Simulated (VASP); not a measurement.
# Ta (I4_1/amd) in VASP: a series of runs, part 2 of 2

VASP 6.6.1.

## 4. Relaxation of cell and atoms, PBE, target pressure 2 GPa, at which the enthalpy is minimised

This run uses another cell than the first one, of 19.21 Å³/atom.

The input, INCAR:

```
PREC = Accurate
ENCUT = 600
EDIFF = 1E-6
ISMEAR = -1
SIGMA = 0.05
LREAL = F
LASPH = T
NELM = 60
ALGO = Normal
ISIF = 3
LWAVE = F
LCHARG = F
GGA = PE
IBRION = 2
NSW = 60
EDIFFG = -0.005
PSTRESS = 20.0
```

The input, KPOINTS:

```
Automatic mesh
0
Gamma
  15 15 15
```

The input, POSCAR:

```
Ta
1.0
   -2.5942416634      2.5942416634      1.4268329149
    2.5942416634     -2.5942416634      1.4268329149
    2.5942416634      2.5942416634     -1.4268329149
Ta
2
Direct
   -0.3750000000     -0.1250000000     -0.2500000000
    0.3750000000      0.1250000000      0.2500000000
```

Potentials or basis: VASP PAW PBE potentials, release 64 (Ta_pv).

Run with:

```
> cat potpaw_PBE.64/Ta_pv/POTCAR > POTCAR
> mpirun -np 1 vasp_std > vasp.out
```

OUTCAR:

```text
PREC = Accurate
   ENCUT = 600
   EDIFF = 1E-6
   ISMEAR = -1
   LREAL = F
   LASPH = T
   NELM = 60
   ISIF = 3
   GGA = PE
   IBRION = 2
   NSW = 60
   EDIFFG = -0.005
   PSTRESS = 20.0

 ion  position               nearest neighbor table
   1  0.625  0.875  0.750-   2 2.69   2 2.69   2 2.69   2 2.69   2 3.36   2 3.36   2 3.36   2 3.36

   2  0.375  0.125  0.250-   1 2.69   1 2.69   1 2.69   1 2.69   1 3.36   1 3.36   1 3.36   1 3.36

  LATTYP: Found a body centered tetragonal cell.
 ALAT       =     5.1884833268
 C/A-ratio  =     0.5500000000

  Lattice vectors:

 A1 = (  -2.5942416634,   2.5942416634,   1.4268329149)
 A2 = (   2.5942416634,  -2.5942416634,   1.4268329149)
 A3 = (   2.5942416634,   2.5942416634,  -1.4268329149)

Analysis of symmetry for initial positions (statically):
=====================================================================
 Subroutine PRICEL returns:
 Original cell was already a primitive cell.

 Routine SETGRP: Setting up the symmetry group for a
 body centered tetragonal supercell.

 Subroutine GETGRP returns: Found 16 space group operations
 (whereof  4 operations were pure point group operations)
 out of a pool of 16 trial point group operations.

The static configuration has the point symmetry C_2h.
 The point group associated with its full space group is D_4h.

Analysis of symmetry for dynamics (positions and initial velocities):
=====================================================================
 Subroutine PRICEL returns:
 Original cell was already a primitive cell.

 Routine SETGRP: Setting up the symmetry group for a
 body centered tetragonal supercell.

 Subroutine GETGRP returns: Found 16 space group operations
 (whereof  4 operations were pure point group operations)
 out of a pool of 16 trial point group operations.

The dynamic configuration has the point symmetry C_2h.
 The point group associated with its full space group is D_4h.

 Subroutine INISYM returns: Found 16 space group operations
 (whereof  4 operations are pure point group operations),
 and found     1 'primitive' translations

----------------------------------------------------------------------------------------

                                     Primitive cell

  volume of cell :      38.4109

  direct lattice vectors                    reciprocal lattice vectors
    -2.594241663  2.594241663  1.426832915     0.000000000  0.192734550  0.350426455
     2.594241663 -2.594241663  1.426832915     0.192734550  0.000000000  0.350426455
     2.594241663  2.594241663 -1.426832915     0.192734550  0.192734550  0.000000000

  length of vectors
     3.936499941  3.936499941  3.936499941     0.399931628  0.399931628  0.272567815

  position of ions in fractional coordinates (direct lattice)
     0.625000000  0.875000000  0.750000000
     0.375000000  0.125000000  0.250000000

  ion indices of the primitive-cell ions
   primitive index   ion index
                 1           1
                 2           2

[... 54 lines left out ...]
   number of dos      NEDOS =    301   number of ions     NIONS =      2
   total plane-waves  NPLWV =  32768
   dimension x,y,z NGX =    32 NGY =   32 NGZ =   32
   dimension x,y,z NGXF=    64 NGYF=   64 NGZF=   64
   ions per type =               2
   NGX,Y,Z   is equivalent  to a cutoff of  13.51, 13.51, 13.51 a.u.
   NGXF,Y,Z  is equivalent  to a cutoff of  27.03, 27.03, 27.03 a.u.
 SYSTEM =  unknown system
   PREC   = accura    normal or accurate (medium, high low for compatibility)
   ISTART =      0    job   : 0-new  1-cont  2-samecut
   ICHARG =      2    charge: 1-file 2-atom 10-const
   ISPIN  =      1    spin polarized calculation?
   LNONCOLLINEAR =      F non collinear calculations
   LSORBIT =      F    spin-orbit coupling
   LASPH  =      T    aspherical Exc in radial PAW
   ENCUT  =  600.0 eV  44.10 Ry    6.64 a.u.   7.86  7.86  7.86*2*pi/ulx,y,z
   NELM   =     60;   NELMIN=  2; NELMDL= -5     # of ELM steps
   EDIFF  = 0.1E-05   stopping-criterion for ELM
   LREAL  =      F    real-space projection
   EDIFFG = -.5E-02   stopping-criterion for IOM
   NSW    =     60    number of steps for IOM
   IBRION =      2    ionic relax: 0-MD 1-quasi-New 2-CG
   NFREE  =      1    steps in history (QN), initial steepest desc. (CG)
   ISIF   =      3    stress and relaxation
   ISYM   =      2    0-nonsym 1-usesym 2-fastsym
   POTIM  = 0.5000    time-step for ionic-motion
   TEBEG  =    0.0;   TEEND  =   0.0 temperature during run
   PSTRESS=   20.0 pullay stress
   NELECT =      22.0000    total number of electrons
   NUPDOWN=      -1.0000    fix difference up-down
   EMIN   =  10.00;   EMAX   =-10.00  energy-range for DOS
   EFERMI =   0.00;   METHOD = LEGACY
   ISMEAR =    -1;   SIGMA  =   0.05  broadening in eV -4-tet -1-fermi 0-gaus
   EFERMI_NEDOS =   21; number of points for ismear=-14 and -15
   IALGO  =     38    algorithm
   IMIX   =      4    mixing-type and parameters
     AMIX     =   0.40;   BMIX     =  1.00
     AMIX_MAG =   1.60;   BMIX_MAG =  1.00
  volume/ion in A,a.u.               =      19.21       129.60
  Fermi-wavevector in a.u.,A,eV,Ry     =   1.359558  2.569192 25.148980  1.848398
  Thomas-Fermi vector in A             =   2.486296
   LORBIT       =      0    0 simple, 1 ext, 2 COOP (PROOUT), +10 PAW based schemes
   GGA     = PE    functional components
   LHFCALC =     F    Hartree Fock is set to
   AEXX    =    0.0000 exact exchange contribution
   IVDW    =     0    specifies the selected vdW correction
   LEPSILON=     F    determine dielectric tensor
   LRPA    =     F    only Hartree local field effects (RPA)
 conjugate gradient relaxation of ions
 non-spin polarized calculation
  energy-cutoff  :      600.00
  volume of cell :       38.41
 maximum number of plane-waves:      1302
   NGX = 15   NGY = 15   NGZ = 15

--------------------------------------- Ionic step        1  -------------------------------------------

 number of electron      22.0000000 magnetization

 Free energy of the ion-electron system (eV)
  ---------------------------------------------------
  ext. energy  EPLUGINS =         0.00000000
  ---------------------------------------------------
  free energy    TOTEN  =       -22.08585975 eV

  energy without entropy =      -22.06730465  energy(sigma->0) =      -22.07658220

------------------------ aborting loop because EDIFF is reached ----------------------------------------

  FORCE on cell =-STRESS in cart. coord.  units (eV):
  Direction    XX          YY          ZZ          XY          YZ          ZX
  --------------------------------------------------------------------------------------
  -------------------------------------------------------------------------------------
  Total        1.4710836      1.4710836     -0.1273487      0.0000000     -0.0000000      0.0000000
  in kB       61.3612180     61.3612180     -5.3119151      0.0000000     -0.0000000      0.0000000
  external PRESSURE =      19.1368403 kB  Pullay stress =      20.0000000 kB
[... 253 lines left out ...]
--------------------------------------- Ionic step        8  -------------------------------------------

 number of electron      22.0000003 magnetization

 Free energy of the ion-electron system (eV)
  ---------------------------------------------------
  ext. energy  EPLUGINS =         0.00000000
  ---------------------------------------------------
  free energy    TOTEN  =       -22.11252381 eV

  energy without entropy =      -22.09556239  energy(sigma->0) =      -22.10404310

 E-fermi :   5.1967     XC(G=0): -12.1510

 val. band max:        5.1948183294   @ k =  -0.2667   0.4667   0.0667
 cond. band min:       5.2029958589   @ k =   0.4667   0.2000   0.0000
 fundamental gap:      0.0081775296
 Fermi energy:         5.1966669913

 k-point     1 :       0.0000    0.0000    0.0000
  band No.  band energies     occupation
      1     -29.3923      2.00000
      2     -29.3923      2.00000
      3     -28.3466      2.00000
      4     -28.3466      2.00000
      5     -28.2981      2.00000
      6     -28.2850      2.00000
      7      -2.6227      2.00000
      8       0.9595      2.00000
      9       2.8331      2.00000
     10       2.9622      2.00000
     11       4.1125      2.00000
     12       8.5220      0.00000
     13       8.5220      0.00000
     14       8.5905      0.00000
[... 401 lines left out ...]
      2     -29.2425      2.00000
      3     -29.0078      2.00000
      4     -28.9707      2.00000
      5     -28.3925      2.00000
      6     -28.3384      2.00000
      7       0.3373      2.00000
      8       2.1354      2.00000
      9       3.1691      2.00000
     10       3.5504      2.00000
     11       4.4439      2.00000
     12       5.9873      0.00000
     13       6.4822      0.00000
     14       7.7989      0.00000
     15       8.4828      0.00000

 [... further k-points ...]
[... 5 lines left out ...]
  --------------------------------------------------------------------------------------
  -------------------------------------------------------------------------------------
  Total        0.4932138      0.4932138      0.4903175      0.0000000     -0.0000000      0.0000000
  in kB       20.3227926     20.3227926     20.2034547      0.0000000     -0.0000000      0.0000000
  external PRESSURE =       0.2830133 kB  Pullay stress =      20.0000000 kB
[... 21 lines left out ...]
  energy  without entropy=      -22.0955623886  energy(sigma->0) =      -22.10404310

  enthalpy is  TOTEN    =       -21.6271439140 eV   P V=        0.4853799002

 reached required accuracy - stopping structural energy minimisation
```

OSZICAR:

```text
N       E                     dE             d eps       ncg     rms          rms(c)
DAV:   1     0.174942040296E+03    0.17494E+03   -0.14082E+04  8640   0.167E+03
DAV:   2    -0.188276440768E+02   -0.19377E+03   -0.19177E+03 10614   0.416E+02
DAV:   3    -0.227584508308E+02   -0.39308E+01   -0.38397E+01 11468   0.550E+01
[... 56 lines left out ...]
       N       E                     dE             d eps       ncg     rms          rms(c)
DAV:   1    -0.221125357046E+02   -0.11325E-03   -0.44904E-04  8654   0.212E-01    0.230E-02
DAV:   2    -0.221125265694E+02    0.91352E-05   -0.16100E-05 10110   0.388E-02    0.978E-03
DAV:   3    -0.221125238919E+02    0.26775E-05   -0.91555E-06 10831   0.262E-02    0.386E-03
DAV:   4    -0.221125238142E+02    0.77751E-07   -0.23163E-07  4740   0.440E-03
   8 F= -.21627144E+02 E0= -.21618663E+02  d E =-.103612E-04
```

Run time: 16 min. Hardware: 1 thread of Oxide Virtual Turin-like, shared host; peak memory 0.29 GiB.

Results:

- Free energy: -22.1125 eV
- Relaxed volume: 19.44 Å³/atom
- Relaxed cell: a = 3.980 Å, b = 3.980 Å, c = 3.980 Å, α = 97.12°, β = 97.12°, γ = 138.76°
- Space group after relaxing (to 0.1 Å): I4_1/amd (No. 141)
- Energy change on relaxing (the run minimises the enthalpy): -13.3 meV/atom
- Ionic steps: 8
- Pressure after relaxing: 2.0 GPa
- Band gap on the k mesh: zero (bands 11 and 12 overlap by 1.28 eV)

Step by step:
```csv
step,energy change (eV),largest force (eV/Å),pressure (GPa),volume (Å³)
1,0.0000,0.0000,3.91,38.41
2,-0.0282,0.0000,-1.21,39.68
3,-0.0280,0.0000,0.47,39.23
4,-0.0183,0.0000,3.67,38.54
5,-0.0270,0.0000,1.91,38.91
6,-0.0269,0.0000,1.93,38.91
7,-0.0266,0.0000,2.04,38.88
8,-0.0267,0.0000,2.03,38.88
```

Final structure:
```
CELL_PARAMETERS angstrom
-2.63368 2.63368 1.40144
2.63368 -2.63368 1.40144
2.63368 2.63368 -1.40144
ATOMIC_POSITIONS crystal
Ta 0.62500 0.87500 0.75000
Ta 0.37500 0.12500 0.25000
```

Caveat: the cell is relaxed towards a set pressure, so the run minimises the enthalpy, not the energy; spin-orbit coupling is left out, which moves the levels of the heavy elements.

## 5. Relaxation of cell and atoms, PBE, target pressure 2 GPa, at which the enthalpy is minimised

The input, INCAR:

```
SYSTEM = Ta
  ALGO = Normal
  EDIFF = 1E-7
  EDIFFG = -0.005
  ENCUT = 600
  GGA = PE
  IBRION = 2
  ISIF = 3
  ISMEAR = -1
  LASPH = .True.
  LCHARG = .False.
  LREAL = .False.
  LWAVE = .False.
  NELM = 60
  NSW = 32
  PREC = Accurate
  PSTRESS = 20.0
  SIGMA = 0.05
```

The input, KPOINTS:

```
k-points
0
Gamma
  15 15 15
  0 0 0
```

The input, POSCAR:

```
Ta
1.0
   -2.6325092752      2.6325092752      1.4013936372
    2.6325092752     -2.6325092752      1.4013936372
    2.6325092752      2.6325092752     -1.4013936372
Ta
2
Direct
   -0.3750000000     -0.1250000000     -0.2500000000
    0.3750000000      0.1250000000      0.2500000000
```

Run with:

```
> cat potpaw_PBE.64/Ta_pv/POTCAR > POTCAR
> mpirun -np 1 vasp_std > vasp.out
```

Wall time 6.7 min (1 thread of Oxide Virtual Turin-like, shared host); peak memory 0.29 GiB.

It converged, with:

* Free energy: -22.1127 eV
* Relaxed volume: 19.44 Å³/atom
* Relaxed cell: a = 3.980 Å, b = 3.980 Å, c = 3.980 Å, α = 97.13°, β = 97.13°, γ = 138.75°
* Space group after relaxing (to 0.1 Å): I4_1/amd (No. 141)
* Energy change on relaxing (the run minimises the enthalpy): -0.3 meV/atom
* Ionic steps: 3
* Pressure after relaxing: 2.0 GPa
* Band gap on the k mesh: zero (bands 11 and 12 overlap by 1.28 eV)

Step by step:
```csv
step,energy change (eV),largest force (eV/Å),pressure (GPa),volume (Å³)
1,0.0000,0.0000,2.18,38.85
2,-0.0015,0.0000,1.65,38.97
3,-0.0006,0.0000,2.00,38.89
```

Final structure:
```
CELL_PARAMETERS angstrom
-2.63361 2.63361 1.40175
2.63361 -2.63361 1.40175
2.63361 2.63361 -1.40175
ATOMIC_POSITIONS crystal
Ta 0.62500 0.87500 0.75000
Ta 0.37500 0.12500 0.25000
```

Levels at points of the mesh, in eV from the Fermi level:
```tsv
k point	band 9	band 10	band 11	band 12	band 13	band 14
(0.00, 0.00, 0.00)	-2.36	-2.23	-1.08	3.32	3.32	3.39
```

Caveat: the cell is relaxed towards a set pressure, so the run minimises the enthalpy, not the energy; spin-orbit coupling is left out, which moves the levels of the heavy elements.

## 6. The runs side by side

```tsv
task	cell	cutoff (eV)	gap on the mesh (eV)	pressure (GPa)
single point	a = 3.978 Å, angles 97.1, 97.1, 138.7°, 2 atoms	520	none	2.2
single point	a = 3.977 Å, angles 97.1, 97.1, 138.8°, 2 atoms	520	none	2.2
relaxation of cell and atoms	relaxed to 2 GPa from a = 3.936 Å, angles 97.5, 97.5, 137.5°, 2 atoms	600	none	2.0
relaxation of cell and atoms	relaxed to 2 GPa from a = 3.978 Å, angles 97.1, 97.1, 138.7°, 2 atoms	600	none	2.0
```

Alike in all rows: level PBE; potentials or basis VASP PAW PBE potentials, release 64 (Ta_pv); no spin polarisation; k mesh 15 × 15 × 15; smearing fermi-dirac 0.05 eV.

Caveats: spin-orbit coupling is left out, which moves the levels of the heavy elements; the cell is relaxed towards a set pressure, so the run minimises the enthalpy, not the energy (at least some runs).

Absolute energies hang on the potentials; compare differences alone.
